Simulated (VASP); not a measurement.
# Sc (P2_1/m) in VASP: further runs

The runs below take Sc through single point, with PBE.

Program: VASP 6.6.1. These are calculated values, not measurements. Logs are shortened: lines on timing, memory, paths and dates and some standing lists are left out, and cuts for length are marked.

## 1. The cell of the first run

The structure is monoclinic, space group P2_1/m (No. 11). Conventional cell: a = 3.309 Å, b = 5.268 Å, c = 3.309 Å, α = 90.00°, β = 120.00°, γ = 90.00°. Within 4.0 Å of Sc (site symmetry m) lie 12 Sc at 3.04 to 3.54 Å.

## 2. Single point, PBE (atom 1 (Sc) moved by (-0.225, -0.450) A along x and y)

The input, INCAR:

```
SYSTEM = Sc
  ALGO = Fast
  EDIFF = 1E-6
  ENCUT = 520
  GGA = PE
  ISIF = 2
  ISMEAR = 0
  LASPH = .True.
  LCHARG = .True.
  LELF = .True.
  LREAL = .False.
  LVHAR = .True.
  LWAVE = .False.
  NBANDS = 18
  NELM = 60
  PREC = Accurate
  SIGMA = 0.15
```

The input, KPOINTS:

```
k-points
0
Gamma
  18 18 10
  0 0 0
```

The input, POSCAR:

```
Sc
1.0
    3.3087978973      0.0000000000      0.0000000000
   -1.6543989486      2.8655030350      0.0000000000
    0.0000000000      0.0000000000      5.2680000000
Sc
2
Direct
    0.1868125617      0.5096261769      0.2500000000
    0.6666666667      0.3333333333      0.7500000000
```

Potentials or basis: VASP PAW PBE potentials, release 64 (Sc_sv).

Launch:

```
$ cat potpaw_PBE.64/Sc_sv/POTCAR > POTCAR
$ mpirun -np 1 vasp_std > vasp.out
```

OUTCAR:

```text
SYSTEM = Sc
   EDIFF = 1E-6
   ENCUT = 520
   GGA = PE
   ISIF = 2
   ISMEAR = 0
   LASPH = .True.
   LREAL = .False.
   NELM = 60
   PREC = Accurate

 ion  position               nearest neighbor table
   1  0.187  0.510  0.250-   2 3.04   2 3.04   2 3.27   2 3.27
   2  0.667  0.333  0.750-   1 3.04   1 3.04   1 3.27   1 3.27

  LATTYP: Found a hexagonal cell.
 ALAT       =     3.3087978973
 C/A-ratio  =     1.5921190002

  Lattice vectors:

 A1 = (   3.3087978973,   0.0000000000,   0.0000000000)
 A2 = (  -1.6543989486,   2.8655030350,   0.0000000000)
 A3 = (   0.0000000000,   0.0000000000,   5.2680000000)

Analysis of symmetry for initial positions (statically):
=====================================================================
 Subroutine PRICEL returns:
 Original cell was already a primitive cell.

 Routine SETGRP: Setting up the symmetry group for a
 hexagonal supercell.

 Subroutine GETGRP returns: Found  4 space group operations
 (whereof  1 operations were pure point group operations)
 out of a pool of 24 trial point group operations.

The static configuration has the point symmetry C_1 .
 The point group associated with its full space group is C_2h.

Analysis of symmetry for dynamics (positions and initial velocities):
=====================================================================
 Subroutine PRICEL returns:
 Original cell was already a primitive cell.

 Routine SETGRP: Setting up the symmetry group for a
 hexagonal supercell.

 Subroutine GETGRP returns: Found  4 space group operations
 (whereof  1 operations were pure point group operations)
 out of a pool of 24 trial point group operations.

The dynamic configuration has the point symmetry C_1 .
 The point group associated with its full space group is C_2h.

 Subroutine INISYM returns: Found  4 space group operations
 (whereof  1 operations are pure point group operations),
 and found     1 'primitive' translations

----------------------------------------------------------------------------------------

                                     Primitive cell

  volume of cell :      49.9479

  direct lattice vectors                    reciprocal lattice vectors
     3.308797897  0.000000000  0.000000000     0.302224563  0.174489433  0.000000000
    -1.654398949  2.865503035  0.000000000     0.000000000  0.348978866  0.000000000
[... 78 lines left out ...]
   ICHARG =      2    charge: 1-file 2-atom 10-const
   ISPIN  =      1    spin polarized calculation?
   LNONCOLLINEAR =      F non collinear calculations
   LSORBIT =      F    spin-orbit coupling
   LASPH  =      T    aspherical Exc in radial PAW
   ENCUT  =  520.0 eV  38.22 Ry    6.18 a.u.   6.15  6.15  9.79*2*pi/ulx,y,z
   NELM   =     60;   NELMIN=  2; NELMDL= -5     # of ELM steps
   EDIFF  = 0.1E-05   stopping-criterion for ELM
   LREAL  =      F    real-space projection
   EDIFFG = 0.1E-04   stopping-criterion for IOM
   NSW    =      0    number of steps for IOM
   IBRION =     -1    ionic relax: 0-MD 1-quasi-New 2-CG
   NFREE  =      0    steps in history (QN), initial steepest desc. (CG)
   ISIF   =      2    stress and relaxation
   ISYM   =      2    0-nonsym 1-usesym 2-fastsym
   POTIM  = 0.5000    time-step for ionic-motion
   TEBEG  =    0.0;   TEEND  =   0.0 temperature during run
   PSTRESS=    0.0 pullay stress
   NELECT =      22.0000    total number of electrons
   NUPDOWN=      -1.0000    fix difference up-down
   EMIN   =  10.00;   EMAX   =-10.00  energy-range for DOS
   EFERMI =   0.00;   METHOD = LEGACY
   ISMEAR =     0;   SIGMA  =   0.15  broadening in eV -4-tet -1-fermi 0-gaus
   EFERMI_NEDOS =   21; number of points for ismear=-14 and -15
   IALGO  =     68    algorithm
   IMIX   =      4    mixing-type and parameters
     AMIX     =   0.40;   BMIX     =  1.00
     AMIX_MAG =   1.60;   BMIX_MAG =  1.00
  volume/ion in A,a.u.               =      24.97       168.53
  Fermi-wavevector in a.u.,A,eV,Ry     =   1.245595  2.353833 21.109524  1.551506
  Thomas-Fermi vector in A             =   2.379810
   LORBIT       =      0    0 simple, 1 ext, 2 COOP (PROOUT), +10 PAW based schemes
   GGA     = PE    functional components
   LHFCALC =     F    Hartree Fock is set to
   AEXX    =    0.0000 exact exchange contribution
   IVDW    =     0    specifies the selected vdW correction
   LEPSILON=     F    determine dielectric tensor
   LRPA    =     F    only Hartree local field effects (RPA)
 non-spin polarized calculation
 RMM-DIIS sequential band-by-band and
 Gauss-broadening in eV      SIGMA  =   0.15
  energy-cutoff  :      520.00
  volume of cell :       49.95
 maximum number of plane-waves:      1363
 NGX is ok and might be reduce to    28
   NGX = 13   NGY = 13   NGZ = 19

 number of electron      22.0000000 magnetization

 Free energy of the ion-electron system (eV)
  ---------------------------------------------------
  ext. energy  EPLUGINS =         0.00000000
  ---------------------------------------------------
  free energy    TOTEN  =       -12.35999994 eV

  energy without entropy =      -12.31110824  energy(sigma->0) =      -12.33555409

 E-fermi :   3.6201     XC(G=0):  -9.8195

 val. band max:        3.6198191746   @ k =  -0.4444   0.2222   0.4000
 cond. band min:       3.6201350149   @ k =   0.5000  -0.2222  -0.1000
 fundamental gap:      0.0003158404
 Fermi energy:         3.6200687463

 k-point     1 :       0.0000    0.0000    0.0000
  band No.  band energies     occupation
      1     -45.8575      2.00000
      2     -45.7851      2.00000
      3     -24.7142      2.00000
      4     -24.3554      2.00000
      5     -24.3003      2.00000
      6     -24.2918      2.00000
[... 481 lines left out ...]
      5     -24.5047      2.00000
      6     -24.4192      2.00000
[... 10 lines left out ...]
     17       7.4176      0.00000
     18       7.4623      0.00000

 [... further k-points ...]
[... 5 lines left out ...]
  --------------------------------------------------------------------------------------
  -------------------------------------------------------------------------------------
  Total        0.3650958     -1.0133006      0.1314194      0.1775911      0.0000000      0.0000000
  in kB       11.7111765    -32.5036389      4.2155409      5.6965905      0.0000000      0.0000000
  external PRESSURE =      -5.5256405 kB  Pullay stress =       0.0000000 kB

 VOLUME and BASIS-vectors are now :
 -----------------------------------------------------------------------------
  energy-cutoff  :      520.00
  volume of cell :       49.95
      direct lattice vectors                 reciprocal lattice vectors
     3.308797897  0.000000000  0.000000000     0.302224563  0.174489433  0.000000000
    -1.654398949  2.865503035  0.000000000     0.000000000  0.348978866  0.000000000
     0.000000000  0.000000000  5.268000000     0.000000000  0.000000000  0.189825361

 POSITION                                       TOTAL-FORCE (eV/Angst)
 -----------------------------------------------------------------------------------
     -0.22500      1.46034      1.31700         0.366841      0.437384      0.000000
      1.65440      0.95517      3.95100        -0.366841     -0.437384      0.000000
 -----------------------------------------------------------------------------------
    total drift:                               -0.000001      0.000000      0.000000

  FREE ENERGIE OF THE ION-ELECTRON SYSTEM (eV)
  ---------------------------------------------------
  free  energy   TOTEN  =       -12.3599999411 eV

  energy  without entropy=      -12.3111082391  energy(sigma->0) =      -12.33555409
```

OSZICAR:

```text
N       E                     dE             d eps       ncg     rms          rms(c)
DAV:   1     0.360584040372E+03    0.36058E+03   -0.10959E+04 35456   0.130E+03
DAV:   2     0.663393892416E+01   -0.35395E+03   -0.34733E+03 42976   0.542E+02
DAV:   3    -0.133723571917E+02   -0.20006E+02   -0.19213E+02 58418   0.156E+02
DAV:   4    -0.137772730807E+02   -0.40492E+00   -0.39603E+00 54018   0.199E+01
DAV:   5    -0.137821265095E+02   -0.48534E-02   -0.48502E-02 60902   0.235E+00    0.750E+00
RMM:   6    -0.124363568261E+02    0.13458E+01   -0.18877E+00 36933   0.176E+01    0.258E+00
RMM:   7    -0.123809432596E+02    0.55414E-01   -0.35096E+00 46951   0.135E+01    0.145E+00
RMM:   8    -0.123505422614E+02    0.30401E-01   -0.21173E-01 38864   0.546E+00    0.544E-01
RMM:   9    -0.123578695980E+02   -0.73273E-02   -0.11928E-01 50998   0.207E+00    0.128E-01
RMM:  10    -0.123594657094E+02   -0.15961E-02   -0.21670E-02 53455   0.818E-01    0.634E-02
RMM:  11    -0.123598031955E+02   -0.33749E-03   -0.50645E-03 55645   0.483E-01    0.311E-02
RMM:  12    -0.123599493850E+02   -0.14619E-03   -0.14322E-03 56417   0.221E-01    0.128E-02
RMM:  13    -0.123599972314E+02   -0.47846E-04   -0.43088E-04 53392   0.129E-01    0.103E-02
RMM:  14    -0.123600053465E+02   -0.81152E-05   -0.98929E-05 48934   0.486E-02    0.107E-02
RMM:  15    -0.123600047041E+02    0.64241E-06   -0.28560E-05 44642   0.307E-02    0.864E-03
RMM:  16    -0.123599991464E+02    0.55578E-05   -0.15615E-05 46766   0.473E-02    0.167E-03
RMM:  17    -0.123599999411E+02   -0.79477E-06   -0.87643E-06 40083   0.203E-02
   1 F= -.12360000E+02 E0= -.12335554E+02  d E =-.488917E-01
```

stdout:

```text
POSCAR found type information on POSCAR Sc
 POSCAR found :  1 types and       2 ions
 scaLAPACK will be used
 LDA part: xc-table for (Slater+PW92), standard interpolation
 POSCAR, INCAR and KPOINTS ok, starting setup
 FFT: planning ... GRIDC
 FFT: planning ... GRID_SOFT
 FFT: planning ... GRID
 WAVECAR not read
 entering main loop
```

Wall time 35 min (1 thread of Intel Xeon 8259CL, shared host); peak memory 0.77 GiB.

Results:

* Free energy: -12.3600 eV
* Pressure: -0.6 GPa
* Largest force: 0.571 eV/Å
* Band gap on the k mesh: zero (bands 11 and 12 overlap by 1.29 eV)

Forces in eV/Å, atoms in the order of the input:
```
Sc   0.367  0.437  0.000
Sc  -0.367 -0.437  0.000
```

Caveat: the cell differs from its parent crystal (atom 1 (Sc) moved by (-0.225, -0.450) A along x and y).

## 3. Single point, PBE (atom 1 (Sc) moved by (-0.225, +0.000) A along x and y)

The input, INCAR:

```
SYSTEM = Sc
ALGO     = Fast           ! electronic algorithm
EDIFF    = 1E-6           ! SCF threshold, eV
ENCUT    = 520            ! plane-wave cutoff, eV
GGA      = PE             ! functional
ISIF     = 2              ! what is computed and relaxed
ISMEAR   = 0              ! smearing method
LASPH    = .True.         ! aspherical terms in the spheres
LCHARG   = .False.        ! write CHGCAR
LREAL    = .False.        ! projectors in reciprocal space
LWAVE    = .False.        ! write WAVECAR
NBANDS   = 18             ! bands
NELM     = 100            ! most SCF steps
PREC     = Accurate       ! precision mode
SIGMA    = 0.15           ! smearing width, eV
```

KPOINTS is that of step 2.

Changes to POSCAR since step 2:

```diff
@@ -8,3 +8,3 @@
 Direct
-    0.1868125617      0.5096261769      0.2500000000
+    0.2653328066      0.6666666667      0.2500000000
     0.6666666667      0.3333333333      0.7500000000
```

Potentials or basis: VASP PAW PBE potentials, release 64 (Sc_sv).

Launch:

```
$ cat potpaw_PBE.64/Sc_sv/POTCAR > POTCAR
$ mpirun -np 1 vasp_std > vasp.out
```

It took 34 min on 1 thread of Intel Xeon 8259CL, shared host; peak memory 0.77 GiB.

Results (log left out):

```
Free energy            : -12.4828 eV
Pressure               : -0.6 GPa
Largest force          : 0.302 eV/Å
Band gap on the k mesh : zero (bands 11 and 12 overlap by 1.38 eV)
```

Forces on the atoms (eV/Å):
```
Sc   0.300  0.028  0.000
Sc  -0.300 -0.028  0.000
```

Stress tensor (GPa, compression positive):
```
-0.36  1.09  0.00
 1.09 -0.15  0.00
 0.00  0.00 -1.16
```

Levels at points of the mesh, in eV from the Fermi level:
```csv
k point,band 8,band 9,band 10,band 11,band 12,band 13,band 14,band 15
"(0.00, 0.00, 0.00)",-27.87,-5.11,-1.65,0.43,1.54,1.54,1.68,1.96
"(0.50, 0.00, 0.00)",-27.93,-1.45,-1.11,-0.46,-0.22,0.79,1.48,1.58
"(0.00, 0.50, 0.00)",-27.93,-1.58,-1.01,-0.68,-0.26,1.18,1.50,1.65
"(0.50, 0.50, 0.00)",-27.92,-1.70,-0.97,-0.86,-0.33,1.34,1.66,1.89
"(0.00, 0.00, 0.50)",-27.90,-3.62,-3.62,0.86,0.86,1.50,1.50,1.62
"(0.50, 0.00, 0.50)",-27.95,-1.51,-1.51,0.19,0.19,1.06,1.06,2.43
"(0.00, 0.50, 0.50)",-27.94,-1.46,-1.46,0.02,0.02,1.18,1.18,2.50
"(0.50, 0.50, 0.50)",-27.96,-1.38,-1.38,-0.14,-0.14,1.37,1.37,2.40
```

Caveat: the cell differs from its parent crystal (atom 1 (Sc) moved by (-0.225, +0.000) A along x and y).
